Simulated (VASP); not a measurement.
# Hf (I4/mmm) in VASP: notebook

Runs on Hf. Level: PBEsol. Tasks: single point.

All numbers are computed with VASP 6.6.1; they aren't measurements. Logs are shortened: lines on timing, memory, paths and dates and some standing lists are left out, and cuts for length are marked.

**1. The cell of the first run**

The structure is tetragonal, space group I4/mmm (No. 139). The conventional cell has a = 3.140 Å, b = 3.140 Å, c = 4.640 Å, α = 90.00°, β = 90.00°, γ = 90.00°. Within 4.1 Å of Hf (site symmetry 4/mmm) lie 12 Hf at 3.14 to 3.21 Å.

**2. Single point, PBEsol (strain +0.0450 x Voigt [0, 0, 1, 0, 0, 0])**

The input, INCAR:

```
PREC = Accurate
ENCUT = 520
EDIFF = 1E-6
ISMEAR = 0
SIGMA = 0.15
LREAL = F
LASPH = T
NELM = 100
ALGO = Fast
ISIF = 2
LWAVE = F
LCHARG = F
GGA = PS
NBANDS = 11
```

The input, KPOINTS:

```
Automatic mesh
0
Gamma
  18 18 18
```

The input, POSCAR:

```
Hf
1.0
    0.0000000000      2.2200000000      2.3199000000
    2.2200000000      0.0000000000      2.3199000000
    2.2200000000      2.2200000000      0.0000000000
Hf
1
Direct
    0.0000000000      0.0000000000      0.0000000000
```

Potentials or basis: VASP PAW PBE potentials, release 64 (Hf_pv).

Run with:

```sh
$ cat potpaw_PBE.64/Hf_pv/POTCAR > POTCAR
$ mpirun -np 1 vasp_std > vasp.out
```

OUTCAR:

```text
PREC = Accurate
   ENCUT = 520
   EDIFF = 1E-6
   ISMEAR = 0
   LREAL = F
   LASPH = T
   NELM = 100
   ISIF = 2
   GGA = PS

 ion  position               nearest neighbor table
   1  0.000  0.000  0.000-

  LATTYP: Found a body centered tetragonal cell.
 ALAT       =     3.1395541085
 C/A-ratio  =     1.4778531727

  Lattice vectors:

 A1 = (  -2.2200000000,   0.0000000000,   2.3199000000)
 A2 = (   2.2200000000,   0.0000000000,   2.3199000000)
 A3 = (   0.0000000000,   2.2200000000,  -2.3199000000)

Analysis of symmetry for initial positions (statically):
=====================================================================
 Subroutine PRICEL returns:
 Original cell was already a primitive cell.

 Routine SETGRP: Setting up the symmetry group for a
 body centered tetragonal supercell.

 Subroutine GETGRP returns: Found 16 space group operations
 (whereof 16 operations were pure point group operations)
 out of a pool of 16 trial point group operations.

The static configuration has the point symmetry D_4h.

Analysis of symmetry for dynamics (positions and initial velocities):
=====================================================================
 Subroutine PRICEL returns:
 Original cell was already a primitive cell.

 Routine SETGRP: Setting up the symmetry group for a
 body centered tetragonal supercell.

 Subroutine GETGRP returns: Found 16 space group operations
 (whereof 16 operations were pure point group operations)
 out of a pool of 16 trial point group operations.

The dynamic configuration has the point symmetry D_4h.

 Subroutine INISYM returns: Found 16 space group operations
 (whereof 16 operations are pure point group operations),
 and found     1 'primitive' translations

----------------------------------------------------------------------------------------

                                     Primitive cell

  volume of cell :      22.8668

  direct lattice vectors                    reciprocal lattice vectors
     0.000000000  2.220000000  2.319900000    -0.225225225  0.225225225  0.215526531
     2.220000000  0.000000000  2.319900000     0.225225225 -0.225225225  0.215526531
     2.220000000  2.220000000  0.000000000     0.225225225  0.225225225 -0.215526531

  length of vectors
     3.210971194  3.210971194  3.139554108     0.384583528  0.384583528  0.384583528

  position of ions in fractional coordinates (direct lattice)
     0.000000000  0.000000000  0.000000000

  ion indices of the primitive-cell ions
   primitive index   ion index
                 1           1

----------------------------------------------------------------------------------------

 KPOINTS: Automatic mesh

Automatic generation of k-mesh.
 Grid dimensions read from file:
 generate k-points for:   18   18   18

 Generating k-lattice:

  Cartesian coordinates                     Fractional coordinates (reciprocal lattice)
    -0.012512513  0.012512513  0.011973696     0.055555556  0.000000000  0.000000000
     0.012512513 -0.012512513  0.011973696     0.000000000  0.055555556  0.000000000
     0.012512513  0.012512513 -0.011973696    -0.000000000 -0.000000000  0.055555556

  Length of vectors
     0.021365752  0.021365752  0.021365752

  Shift w.r.t. Gamma in fractional coordinates (k-lattice)
     0.000000000  0.000000000  0.000000000

 Subroutine IBZKPT returns following result:
 ===========================================

 Found    480 irreducible k-points:

 Following reciprocal coordinates:
            Coordinates               Weight
  0.000000  0.000000  0.000000      1.000000
  0.055556 -0.000000  0.000000      8.000000
  0.111111 -0.000000  0.000000      8.000000
  0.166667  0.000000  0.000000      8.000000
  0.222222  0.000000  0.000000      8.000000
  0.277778  0.000000  0.000000      8.000000
[... 16 lines left out ...]
 -0.277778  0.055556  0.000000      8.000000
 -0.222222  0.055556  0.000000      8.000000
 [... further k-points ...]
   k-points           NKPTS =    480   k-points in BZ     NKDIM =    480   number of bands    NBANDS=     11
   number of dos      NEDOS =    301   number of ions     NIONS =      1
   total plane-waves  NPLWV =  13824
   dimension x,y,z NGX =    24 NGY =   24 NGZ =   24
   dimension x,y,z NGXF=    48 NGYF=   48 NGZF=   48
   ions per type =               1
   NGX,Y,Z   is equivalent  to a cutoff of  12.43, 12.43, 12.71 a.u.
   NGXF,Y,Z  is equivalent  to a cutoff of  24.85, 24.85, 25.42 a.u.
 SYSTEM =  unknown system
   PREC   = accura    normal or accurate (medium, high low for compatibility)
   ISTART =      0    job   : 0-new  1-cont  2-samecut
   ICHARG =      2    charge: 1-file 2-atom 10-const
   ISPIN  =      1    spin polarized calculation?
   LNONCOLLINEAR =      F non collinear calculations
   LSORBIT =      F    spin-orbit coupling
   LASPH  =      T    aspherical Exc in radial PAW
   ENCUT  =  520.0 eV  38.22 Ry    6.18 a.u.   5.97  5.97  5.84*2*pi/ulx,y,z
   NELM   =    100;   NELMIN=  2; NELMDL= -5     # of ELM steps
   EDIFF  = 0.1E-05   stopping-criterion for ELM
   LREAL  =      F    real-space projection
   EDIFFG = 0.1E-04   stopping-criterion for IOM
   NSW    =      0    number of steps for IOM
   IBRION =     -1    ionic relax: 0-MD 1-quasi-New 2-CG
   NFREE  =      0    steps in history (QN), initial steepest desc. (CG)
   ISIF   =      2    stress and relaxation
   ISYM   =      2    0-nonsym 1-usesym 2-fastsym
   POTIM  = 0.5000    time-step for ionic-motion
   TEBEG  =    0.0;   TEEND  =   0.0 temperature during run
   PSTRESS=    0.0 pullay stress
   NELECT =      10.0000    total number of electrons
   NUPDOWN=      -1.0000    fix difference up-down
   EMIN   =  10.00;   EMAX   =-10.00  energy-range for DOS
   EFERMI =   0.00;   METHOD = LEGACY
   ISMEAR =     0;   SIGMA  =   0.15  broadening in eV -4-tet -1-fermi 0-gaus
   EFERMI_NEDOS =   21; number of points for ismear=-14 and -15
   IALGO  =     68    algorithm
   IMIX   =      4    mixing-type and parameters
     AMIX     =   0.40;   BMIX     =  1.00
     AMIX_MAG =   1.60;   BMIX_MAG =  1.00
  volume/ion in A,a.u.               =      22.87       154.31
  Fermi-wavevector in a.u.,A,eV,Ry     =   1.242624  2.348219 21.008954  1.544115
  Thomas-Fermi vector in A             =   2.376970
   LORBIT       =      0    0 simple, 1 ext, 2 COOP (PROOUT), +10 PAW based schemes
   GGA     = PS    functional components
   LHFCALC =     F    Hartree Fock is set to
   AEXX    =    0.0000 exact exchange contribution
   IVDW    =     0    specifies the selected vdW correction
   LEPSILON=     F    determine dielectric tensor
   LRPA    =     F    only Hartree local field effects (RPA)
 non-spin polarized calculation
 RMM-DIIS sequential band-by-band and
 Gauss-broadening in eV      SIGMA  =   0.15
  energy-cutoff  :      520.00
  volume of cell :       22.87
 maximum number of plane-waves:       632
   NGX = 11   NGY = 11   NGZ = 11

 number of electron      10.0000000 magnetization

 number of electron       9.9999999 magnetization

 Free energy of the ion-electron system (eV)
  ---------------------------------------------------
  ext. energy  EPLUGINS =         0.00000000
  ---------------------------------------------------
  free energy    TOTEN  =       -10.40997941 eV

  energy without entropy =      -10.39182796  energy(sigma->0) =      -10.40090368

 E-fermi :   4.4287     XC(G=0): -11.2935

 val. band max:        4.4279948833   @ k =   0.3889   0.0556   0.0000
 cond. band min:       4.4304766517   @ k =  -0.2222   0.1111   0.2778
 fundamental gap:      0.0024817684
 Fermi energy:         4.4287364973

 k-point     1 :       0.0000    0.0000    0.0000
  band No.  band energies     occupation
      1     -25.6194      2.00000
      2     -25.6131      2.00000
      3     -25.6131      2.00000
      4      -2.7075      2.00000
      5       5.4854      0.00000
      6       5.9927      0.00000
      7       5.9927      0.00000
      8       8.1235      0.00000
      9       8.8712      0.00000
     10      15.7566      0.00000
     11      19.2195      0.00000

 k-point     2 :       0.0556   -0.0000    0.0000
  band No.  band energies     occupation
      1     -25.6398      2.00000
      2     -25.6210      2.00000
      3     -25.6155      2.00000
      4      -2.6016      2.00000
      5       5.4834      0.00000
      6       5.9348      0.00000
      7       6.0450      0.00000
      8       8.0794      0.00000
      9       8.8037      0.00000
     10      15.9946      0.00000
     11      19.1137      0.00000

 k-point     3 :       0.1111   -0.0000    0.0000
  band No.  band energies     occupation
      1     -25.7092      2.00000
      2     -25.6322      2.00000
      3     -25.6223      2.00000
      4      -2.2925      2.00000
      5       5.3542      0.00000
      6       5.9009      0.00000
      7       6.1850      0.00000
      8       7.9908      0.00000
      9       8.6400      0.00000
     10      16.6197      0.00000
     11      18.3361      0.00000

 k-point     4 :       0.1667    0.0000    0.0000
  band No.  band energies     occupation
      1     -25.8144      2.00000
      2     -25.6489      2.00000
      3     -25.6328      2.00000
      4      -1.8066      2.00000
      5       5.0406      0.00000
      6       5.9629      0.00000
      7       6.3524      0.00000
      8       7.9797      0.00000
      9       8.4907      0.00000
     10      16.8969      0.00000
     11      18.0167      0.00000
[... 239 lines left out ...]
 k-point    22 :      -0.3333    0.0556    0.0000
  band No.  band energies     occupation
      1     -26.2343      2.00000
      2     -25.7384      2.00000
      3     -25.6700      2.00000
      4       0.3716      2.00000
      5       4.3769      1.37513
      6       5.5140      0.00000
      7       6.1896      0.00000
      8       9.1318      0.00000
      9      10.0016      0.00000
     10      14.5408      0.00000
     11      17.3572      0.00000

 k-point    23 :      -0.2778    0.0556    0.0000
  band No.  band energies     occupation
      1     -26.1247      2.00000
      2     -25.7196      2.00000
      3     -25.6561      2.00000
      4      -0.1975      2.00000
      5       4.3557      1.50890
      6       5.7126      0.00000
      7       6.3779      0.00000
      8       8.5570      0.00000
      9       9.3435      0.00000
     10      15.1839      0.00000
     11      18.5221      0.00000

 k-point    24 :      -0.2222    0.0556    0.0000
  band No.  band energies     occupation
      1     -25.9992      2.00000
      2     -25.6973      2.00000
      3     -25.6420      2.00000
      4      -0.8620      2.00000
      5       4.5455      0.27079
      6       5.8743      0.00000
      7       6.5134      0.00000
      8       8.1606      0.00000
      9       8.7676      0.00000
     10      15.9250      0.00000
     11      18.8680      0.00000

 [... further k-points ...]

------------------------ aborting loop because EDIFF is reached ----------------------------------------

  FORCE on cell =-STRESS in cart. coord.  units (eV):
  Direction    XX          YY          ZZ          XY          YZ          ZX
  --------------------------------------------------------------------------------------
  -------------------------------------------------------------------------------------
  Total       -0.7508228     -0.7508228     -1.1004359      0.0000000     -0.0000000     -0.0000000
  in kB      -52.6069120    -52.6069120    -77.1027926      0.0000000     -0.0000000     -0.0000000
  external PRESSURE =     -60.7722056 kB  Pullay stress =       0.0000000 kB

 VOLUME and BASIS-vectors are now :
 -----------------------------------------------------------------------------
  energy-cutoff  :      520.00
  volume of cell :       22.87
      direct lattice vectors                 reciprocal lattice vectors
     0.000000000  2.220000000  2.319900000    -0.225225225  0.225225225  0.215526531
     2.220000000  0.000000000  2.319900000     0.225225225 -0.225225225  0.215526531
     2.220000000  2.220000000  0.000000000     0.225225225  0.225225225 -0.215526531

 POSITION                                       TOTAL-FORCE (eV/Angst)
 -----------------------------------------------------------------------------------
      0.00000      0.00000      0.00000         0.000000      0.000000      0.000000
 -----------------------------------------------------------------------------------
    total drift:                                0.000000     -0.000000     -0.000000

  FREE ENERGIE OF THE ION-ELECTRON SYSTEM (eV)
  ---------------------------------------------------
  free  energy   TOTEN  =       -10.4099794132 eV

  energy  without entropy=      -10.3918279564  energy(sigma->0) =      -10.40090368
```

Run time: 2.1 min. Hardware: 1 thread of AMD EPYC 7R13, shared host; peak memory 0.21 GiB.

Results:

- Free energy: -10.4100 eV
- Pressure: -6.1 GPa
- Band gap on the k mesh: zero (bands 5 and 6 overlap by 1.90 eV)

Levels at points of the mesh, in eV from the Fermi level:
| k point | band 2 | band 3 | band 4 | band 5 | band 6 | band 7 | band 8 | band 9 |
| --- | --- | --- | --- | --- | --- | --- | --- | --- |
| (0.00, 0.00, 0.00) | -30.04 | -30.04 | -7.14 | 1.06 | 1.56 | 1.56 | 3.69 | 4.44 |
| (0.50, 0.00, 0.00) | -30.17 | -30.12 | -3.57 | 0.55 | 0.90 | 1.45 | 6.00 | 6.29 |
| (0.50, 0.50, 0.00) | -30.28 | -30.28 | -3.24 | -1.98 | 1.99 | 6.20 | 6.75 | 6.75 |
| (0.50, 0.00, 0.50) | -30.37 | -30.30 | -3.13 | -2.07 | 2.67 | 6.08 | 6.47 | 7.04 |

Caveat: the cell differs from its parent crystal (strain +0.0450 x Voigt [0, 0, 1, 0, 0, 0]); the cell stands under tension; the PAW data sets were made with another functional, which shifts forces and pressure a little; spin-orbit coupling is left out, which moves the levels of the heavy elements.

**3. Single point, PBEsol (strain +0.0525 x Voigt [0, 0, 1, 0, 0, 0])**

The input, INCAR:

```
  PREC = Accurate
  ENCUT = 520
  EDIFF = 1E-6
  ISMEAR = 0
  SIGMA = 0.15
  LREAL = F
  LASPH = T
  NELM = 80
  ALGO = Normal
  ISIF = 2
  LWAVE = F
  LCHARG = F
  GGA = PS
  NBANDS = 11
```

The input, KPOINTS:

```
regular mesh
0
Gamma
  18 18 18
```

The input, POSCAR:

```
Hf
1.0
    0.0000000000      2.2200000000      2.3365500000
    2.2200000000      0.0000000000      2.3365500000
    2.2200000000      2.2200000000      0.0000000000
Hf
1
Direct
    0.0000000000      0.0000000000      0.0000000000
```

Potentials or basis: VASP PAW PBE potentials, release 64 (Hf_pv).

Run with:

```sh
$ cat potpaw_PBE.64/Hf_pv/POTCAR > POTCAR
$ mpirun -np 1 vasp_std > vasp.out
```

Run time: 1.7 min. Hardware: 1 thread of AMD EPYC 7R13, shared host; peak memory 0.21 GiB.

It converged, with:

```
Free energy            : -10.4016 eV
Pressure               : -6.7 GPa
Band gap on the k mesh : zero (bands 5 and 6 overlap by 1.84 eV)
```

Stress tensor (GPa, compression positive):
```
-5.78  0.00  0.00
 0.00 -5.78  0.00
 0.00  0.00 -8.59
```

Levels at points of the mesh, in eV from the Fermi level:
```
           k point  band 3  band 4  band 5  band 6  band 7  band 8
(0.00, 0.00, 0.00)  -30.07   -7.11    1.01    1.59    1.59    3.60
(0.50, 0.00, 0.00)  -30.14   -3.55    0.53    0.86    1.49    5.93
(0.50, 0.50, 0.00)  -30.29   -3.23   -1.95    1.89    6.17    6.69
(0.50, 0.00, 0.50)  -30.32   -3.09   -2.04    2.67    6.01    6.37
```

Caveat: the cell differs from its parent crystal (strain +0.0525 x Voigt [0, 0, 1, 0, 0, 0]); the cell stands under tension; the PAW data sets were made with another functional, which shifts forces and pressure a little; spin-orbit coupling is left out, which moves the levels of the heavy elements.

**4. Single point, PBEsol (strain +0.0600 x Voigt [0, 0, 1, 0, 0, 0])**

The input, INCAR:

```
PREC = Accurate
ENCUT = 520
EDIFF = 1E-7
ISMEAR = 0
SIGMA = 0.15
LREAL = False
LASPH = True
NELM = 60
ALGO = Normal
ISIF = 2
LWAVE = False
LCHARG = False
GGA = PS
NBANDS = 11
```

KPOINTS is that of step 3.

The input, POSCAR:

```
Hf
1.0
    0.0000000000      2.2200000000      2.3532000000
    2.2200000000      0.0000000000      2.3532000000
    2.2200000000      2.2200000000      0.0000000000
Hf
1
Direct
    0.0000000000      0.0000000000      0.0000000000
```

Run with:

```sh
$ cat potpaw_PBE.64/Hf_pv/POTCAR > POTCAR
$ mpirun -np 1 vasp_std > vasp.out
```

It took 1.9 min on 1 thread of AMD EPYC 7R13, shared host; peak memory 0.21 GiB.

The run converged. Its results:

```
Free energy            : -10.3924 eV
Pressure               : -7.3 GPa
Band gap on the k mesh : zero (bands 5 and 6 overlap by 1.78 eV)
```

Stress tensor (GPa, compression positive):
```
-6.27  0.00  0.00
 0.00 -6.27  0.00
 0.00  0.00 -9.42
```

Levels at points of the mesh, in eV from the Fermi level:
```csv
k point,band 3,band 4,band 5,band 6,band 7,band 8
"(0.00, 0.00, 0.00)",-30.09,-7.08,0.96,1.62,1.62,3.51
"(0.50, 0.00, 0.00)",-30.16,-3.53,0.51,0.82,1.53,5.87
"(0.50, 0.50, 0.00)",-30.31,-3.21,-1.91,1.79,6.13,6.63
"(0.50, 0.00, 0.50)",-30.33,-3.06,-2.01,2.68,5.94,6.26
```

Caveat: the cell differs from its parent crystal (strain +0.0600 x Voigt [0, 0, 1, 0, 0, 0]); the cell stands under tension; the PAW data sets were made with another functional, which shifts forces and pressure a little; spin-orbit coupling is left out, which moves the levels of the heavy elements.

**5. Summary**

| cell | gap on the mesh (eV) | pressure (GPa) |
| --- | --- | --- |
| a = 3.211, b = 3.211, c = 3.140 Å, angles 60.7, 60.7, 58.5°, 1 atom | none | -6.1 |
| a = 3.223, b = 3.223, c = 3.140 Å, angles 60.9, 60.9, 58.3°, 1 atom | none | -6.7 |
| a = 3.235, b = 3.235, c = 3.140 Å, angles 61.0, 61.0, 58.1°, 1 atom | none | -7.3 |

Alike in all rows: task single point; level PBEsol; potentials or basis VASP PAW PBE potentials, release 64 (Hf_pv); no spin polarisation; k mesh 18 × 18 × 18; cutoff (eV) 520; smearing gaussian 0.15 eV.

Caveats: the cell stands under tension; the PAW data sets were made with another functional, which shifts forces and pressure a little; spin-orbit coupling is left out, which moves the levels of the heavy elements.

Absolute energies hang on the potentials; compare differences alone.
